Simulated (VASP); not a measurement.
# Si in VASP: a series of runs, part 2 of 2

VASP 6.6.1. Earlier steps stand in the parts before.

### Step 3. Single point, PBE

File INCAR:

```
SYSTEM = Si
ALGO = Normal ; DIPOL = 0.5 0.5 0.500
EDIFF = 1E-6 ; ENCUT = 400
GGA = PE ; GGA_COMPAT = .FALSE.
IDIPOL = 3 ; ISIF = 2
ISMEAR = -1 ; LASPH = .TRUE.
LCHARG = .FALSE. ; LDIPOL = .TRUE.
LREAL = .FALSE. ; LWAVE = .FALSE.
NBANDS = 21 ; NELM = 120
NELMDL = -8 ; PREC = Accurate
SIGMA = 0.02
```

File KPOINTS:

```
k-points
0
G
  7 7 1
  0 0 0
```

File POSCAR:

```
Si
1.0
    3.8685410222      0.0000000000      0.0000000000
    0.0000000000      3.8685410222      0.0000000000
    0.0000000000      0.0000000000     22.8387000000
Si
6
Direct
    0.7500000000      0.0000000000      0.3507111272
    0.2500000000      0.0000000000      0.4099065181
    0.2500000000      0.5000000000      0.4704061545
    0.7500000000      0.5000000000      0.5295938466
    0.7500000000      0.0000000000      0.5900934802
    0.2500000000      0.0000000000      0.6492888734
```

Potentials or basis: VASP PAW PBE potentials, release 64 (Si).

Run with:

```
$ cat potpaw_PBE.64/Si/POTCAR > POTCAR
$ mpirun -np 1 vasp_std > vasp.out
```

OUTCAR:

```text
SYSTEM = Si
   EDIFF = 1E-6
   ENCUT = 400
   GGA = PE
   ISIF = 2
   ISMEAR = -1
   LASPH = .TRUE.
   LREAL = .FALSE.
   NELM = 120
   NELMDL = -8
   PREC = Accurate

 ion  position               nearest neighbor table
   1  0.750  0.000  0.351-   2 2.36   2 2.36
   2  0.250  0.000  0.410-   1 2.36   1 2.36   3 2.38   3 2.38
   3  0.250  0.500  0.470-   4 2.36   4 2.36   2 2.38   2 2.38
   4  0.750  0.500  0.530-   3 2.36   3 2.36   5 2.38   5 2.38
   5  0.750  0.000  0.590-   6 2.36   6 2.36   4 2.38   4 2.38
   6  0.250  0.000  0.649-   5 2.36   5 2.36

  LATTYP: Found a simple tetragonal cell.
 ALAT       =     3.8685410222
 C/A-ratio  =     5.9036985440

  Lattice vectors:

 A1 = (   3.8685410222,   0.0000000000,   0.0000000000)
 A2 = (   0.0000000000,   3.8685410222,   0.0000000000)
 A3 = (   0.0000000000,   0.0000000000,  22.8387000000)

Analysis of symmetry for initial positions (statically):
=====================================================================
 Subroutine PRICEL returns:
 Original cell was already a primitive cell.

 Routine SETGRP: Setting up the symmetry group for a
 simple tetragonal supercell.

 Subroutine GETGRP returns: Found  8 space group operations
 (whereof  4 operations were pure point group operations)
 out of a pool of 16 trial point group operations.

The static configuration has the point symmetry C_2h.
 The point group associated with its full space group is D_2h.

Analysis of symmetry for dynamics (positions and initial velocities):
=====================================================================
 Subroutine PRICEL returns:
 Original cell was already a primitive cell.

 Routine SETGRP: Setting up the symmetry group for a
 simple tetragonal supercell.

 Subroutine GETGRP returns: Found  8 space group operations
 (whereof  4 operations were pure point group operations)
 out of a pool of 16 trial point group operations.

The dynamic configuration has the point symmetry C_2h.
 The point group associated with its full space group is D_2h.

 Subroutine INISYM returns: Found  8 space group operations
 (whereof  4 operations are pure point group operations),
 and found     1 'primitive' translations

----------------------------------------------------------------------------------------

                                     Primitive cell

  volume of cell :     341.7951

  direct lattice vectors                    reciprocal lattice vectors
     3.868541022  0.000000000  0.000000000     0.258495385  0.000000000  0.000000000
     0.000000000  3.868541022  0.000000000     0.000000000  0.258495385  0.000000000
     0.000000000  0.000000000 22.838700000     0.000000000  0.000000000  0.043785329

  length of vectors
     3.868541022  3.868541022 22.838700000     0.258495385  0.258495385  0.043785329

  position of ions in fractional coordinates (direct lattice)
     0.750000000  0.000000000  0.350711127
     0.250000000  0.000000000  0.409906518
     0.250000000  0.500000000  0.470406154
     0.750000000  0.500000000  0.529593847
     0.750000000  0.000000000  0.590093480
     0.250000000  0.000000000  0.649288873

  ion indices of the primitive-cell ions
[... 40 lines left out ...]
  0.000000  0.285714  0.000000      2.000000
  0.428571  0.000000  0.000000      2.000000
[... 8 lines left out ...]
 -0.285714  0.428571  0.000000      4.000000
  0.428571  0.428571  0.000000      4.000000
   k-points           NKPTS =     16   k-points in BZ     NKDIM =     16   number of bands    NBANDS=     21
   number of dos      NEDOS =    301   number of ions     NIONS =      6
   total plane-waves  NPLWV = 117600
   dimension x,y,z NGX =    28 NGY =   28 NGZ =  150
   dimension x,y,z NGXF=    56 NGYF=   56 NGZF=  300
   ions per type =               6
   NGX,Y,Z   is equivalent  to a cutoff of  12.03, 12.03, 10.92 a.u.
   NGXF,Y,Z  is equivalent  to a cutoff of  24.07, 24.07, 21.84 a.u.
 SYSTEM =  Si
   PREC   = accura    normal or accurate (medium, high low for compatibility)
   ISTART =      0    job   : 0-new  1-cont  2-samecut
   ICHARG =      2    charge: 1-file 2-atom 10-const
   ISPIN  =      1    spin polarized calculation?
   LNONCOLLINEAR =      F non collinear calculations
   LSORBIT =      F    spin-orbit coupling
   LASPH  =      T    aspherical Exc in radial PAW
   ENCUT  =  400.0 eV  29.40 Ry    5.42 a.u.   6.31  6.31 37.24*2*pi/ulx,y,z
   NELM   =    120;   NELMIN=  2; NELMDL= -8     # of ELM steps
   EDIFF  = 0.1E-05   stopping-criterion for ELM
   LREAL  =      F    real-space projection
   EDIFFG = 0.1E-04   stopping-criterion for IOM
   NSW    =      0    number of steps for IOM
   IBRION =     -1    ionic relax: 0-MD 1-quasi-New 2-CG
   NFREE  =      0    steps in history (QN), initial steepest desc. (CG)
   ISIF   =      2    stress and relaxation
   ISYM   =      2    0-nonsym 1-usesym 2-fastsym
   POTIM  = 0.5000    time-step for ionic-motion
   TEBEG  =    0.0;   TEEND  =   0.0 temperature during run
   PSTRESS=    0.0 pullay stress
   NELECT =      24.0000    total number of electrons
   NUPDOWN=      -1.0000    fix difference up-down
   EMIN   =  10.00;   EMAX   =-10.00  energy-range for DOS
   EFERMI =   0.00;   METHOD = LEGACY
   ISMEAR =    -1;   SIGMA  =   0.02  broadening in eV -4-tet -1-fermi 0-gaus
   EFERMI_NEDOS =   21; number of points for ismear=-14 and -15
   IALGO  =     38    algorithm
   IMIX   =      4    mixing-type and parameters
     AMIX     =   0.40;   BMIX     =  1.00
     AMIX_MAG =   1.60;   BMIX_MAG =  1.00
  volume/ion in A,a.u.               =      56.97       384.42
  Fermi-wavevector in a.u.,A,eV,Ry     =   0.675393  1.276308  6.206378  0.456156
  Thomas-Fermi vector in A             =   1.752396
   LORBIT       =      0    0 simple, 1 ext, 2 COOP (PROOUT), +10 PAW based schemes
   GGA     = PE    functional components
   LHFCALC =     F    Hartree Fock is set to
   AEXX    =    0.0000 exact exchange contribution
   IVDW    =     0    specifies the selected vdW correction
   LEPSILON=     F    determine dielectric tensor
   LRPA    =     F    only Hartree local field effects (RPA)
 non-spin polarized calculation
  energy-cutoff  :      400.00
  volume of cell :      341.80
 maximum number of plane-waves:      6232
 NGX is ok and might be reduce to    28
   NGX = 13   NGY = 13   NGZ = 75

 dipolmoment           0.000000      0.000000     -0.000000 electrons x Angstroem

 number of electron      23.9999995 magnetization

 dipolmoment           0.000000      0.000000      0.000000 electrons x Angstroem

 Free energy of the ion-electron system (eV)
  ---------------------------------------------------
  ext. energy  EPLUGINS =         0.00000000
  ---------------------------------------------------
  free energy    TOTEN  =       -28.61936698 eV

  energy without entropy =      -28.61117087  energy(sigma->0) =      -28.61526892

 E-fermi :  -1.4437     XC(G=0):  -4.1755

 val. band max:       -1.4498809249   @ k =   0.0000   0.2857   0.0000
 cond. band min:      -1.4423788539   @ k =  -0.2857   0.4286   0.0000
 fundamental gap:      0.0075020711
 Fermi energy:        -1.4436567577

 k-point     1 :       0.0000    0.0000    0.0000
  band No.  band energies     occupation
      1     -12.7070      2.00000
      2     -11.5252      2.00000
      3      -9.7850      2.00000
      4      -7.4905      2.00000
      5      -4.9039      2.00000
      6      -3.7632      2.00000
[... 373 lines left out ...]
     20       3.4683      0.00000
     21       4.3668      0.00000

------------------------ aborting loop because EDIFF is reached ----------------------------------------

 vacuum level on the upper side and lower side of the slab       (xc-potential included)        -0.120        -0.120

  FORCE on cell =-STRESS in cart. coord.  units (eV):
  Direction    XX          YY          ZZ          XY          YZ          ZX
  --------------------------------------------------------------------------------------
  -------------------------------------------------------------------------------------
  Total       -0.7087632     -3.1067953     -0.0944783      0.0000000      0.0000000      0.0000000
  in kB       -3.3223544    -14.5632205     -0.4428705      0.0000000      0.0000000      0.0000000
  external PRESSURE =      -6.1094818 kB  Pullay stress =       0.0000000 kB

 VOLUME and BASIS-vectors are now :
 -----------------------------------------------------------------------------
  energy-cutoff  :      400.00
  volume of cell :      341.80
      direct lattice vectors                 reciprocal lattice vectors
     3.868541022  0.000000000  0.000000000     0.258495385  0.000000000  0.000000000
     0.000000000  3.868541022  0.000000000     0.000000000  0.258495385  0.000000000
     0.000000000  0.000000000 22.838700000     0.000000000  0.000000000  0.043785329

 POSITION                                       TOTAL-FORCE (eV/Angst)
 -----------------------------------------------------------------------------------
      2.90141      0.00000      8.00979        -0.000000      0.000000      0.009035
      0.96714      0.00000      9.36173         0.000000     -0.000000      0.006214
      0.96714      1.93427     10.74347        -0.000000     -0.000000     -0.006401
      2.90141      1.93427     12.09523         0.000000     -0.000000      0.006401
      2.90141      0.00000     13.47697        -0.000000     -0.000000     -0.006214
      0.96714      0.00000     14.82891        -0.000000     -0.000000     -0.009035
 -----------------------------------------------------------------------------------
    total drift:                                0.000000      0.000000      0.000004

  FREE ENERGIE OF THE ION-ELECTRON SYSTEM (eV)
  ---------------------------------------------------
  free  energy   TOTEN  =       -28.6193669801 eV

  energy  without entropy=      -28.6111708655  energy(sigma->0) =      -28.61526892

 vacuum level on the upper side and lower side of the slab         3.819         3.819
```

Wall time 3.9 min (1 thread of Intel Xeon 8259CL, shared host); peak memory 0.33 GiB.

Results:

| Quantity | Value |
| --- | --- |
| Free energy | -28.6194 eV |
| Largest force | 0.009 eV/Å |
| Band gap on the k mesh | zero (bands 12 and 13 overlap by 0.83 eV) |

Forces on the atoms (eV/Å):
```
Si   0.000  0.000  0.009
Si   0.000  0.000  0.006
Si   0.000  0.000 -0.006
Si   0.000  0.000  0.006
Si   0.000  0.000 -0.006
Si   0.000  0.000 -0.009
```
